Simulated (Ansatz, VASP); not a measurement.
# Two plane-wave programs on LuF4

INCAR

```
SYSTEM = LuF4
PREC = Accurate
ENCUT = 600
EDIFF = 1E-6
ISMEAR = 0
SIGMA = 0.1
LREAL = .FALSE.
LASPH = .TRUE.
NELM = 100
ALGO = Normal
ISIF = 3
LWAVE = .FALSE.
LCHARG = .FALSE.
GGA = PE
IBRION = 2
NSW = 100
EDIFFG = -0.01
```

The input KPOINTS:

```
regular mesh
0
G
  10 10 10
  0 0 0
```

The input POSCAR:

```
LuF4
1.0
   -2.5753372600      2.5753372600      2.5753372600
    2.5753372600     -2.5753372600      2.5753372600
    2.5753372600      2.5753372600     -2.5753372600
Lu F
1 4
Direct
    0.0000000000      0.0000000000      0.0000000000
    0.0000000000      0.0000000000      0.5000000000
    0.0000000000      0.5000000000      0.0000000000
    0.5000000000      0.0000000000      0.0000000000
    0.5000000000      0.5000000000      0.5000000000
```

Input for Ansatz:

```yaml
crystal:
  lattice:
    - [-2.57533726, 2.57533726, 2.57533726]
    - [2.57533726, -2.57533726, 2.57533726]
    - [2.57533726, 2.57533726, -2.57533726]
  atoms:
    - { symbol: Lu, position: [0.0, 0.0, 0.0] }
    - { symbol: F, position: [0.0, 0.0, 0.5] }
    - { symbol: F, position: [0.0, 0.5, 0.0] }
    - { symbol: F, position: [0.5, 0.0, 0.0] }
    - { symbol: F, position: [0.5, 0.5, 0.5] }
basis:
  ecutwfc: 420
kpoints:
  mp_grid: { grid: [10, 10, 10] }
hamiltonian:
  xc: pbe
scf:
  occupations: { method: gaussian, width: 0.1 }
output:
  forces: true
  stress: true
  eigenvalues: true
  write_density: true
  write_potential: true
  elf: true
  volumetric_format: npy
relax:
  adjacent_minimum: "off"
  f_tol: 0.01
  max_steps: 80
  cell: { stress_tol: 0.05 }
```

Change from the starting cell: species swapped into the MnGa4 type (Im-3m, No. 229).

Alike in both runs: task relaxation of cell and atoms; functional PBE; k mesh 10 × 10 × 10; occupations gaussian, width 0.1 eV; no spin polarisation.

|  | VASP | Ansatz |
| --- | --- | --- |
| version | VASP 6.6.1 | Ansatz 0.2.0 |
| potentials or method | VASP PAW PBE potentials, release 64 (Lu, F), cutoff 600 eV | scalar-relativistic, plane waves, PAW |
| valence electrons in the cell | 53 | 53 |

Ansatz gave:

* gap on the k mesh at the Fermi level, each at its own relaxed structure (eV): none
* relaxed volume (Å³/atom): 13.81
* relaxed cell length with the largest relative difference (Å): 4.476

Estimate VASP's values.

gap on the k mesh at the Fermi level, each at its own relaxed structure (eV): none; relaxed volume (Å³/atom): 13.83; relaxed cell length with the largest relative difference (Å): 4.478.

A gap of «none» marks a metal or a gap that the smearing closes.

Spin-orbit coupling is off throughout.
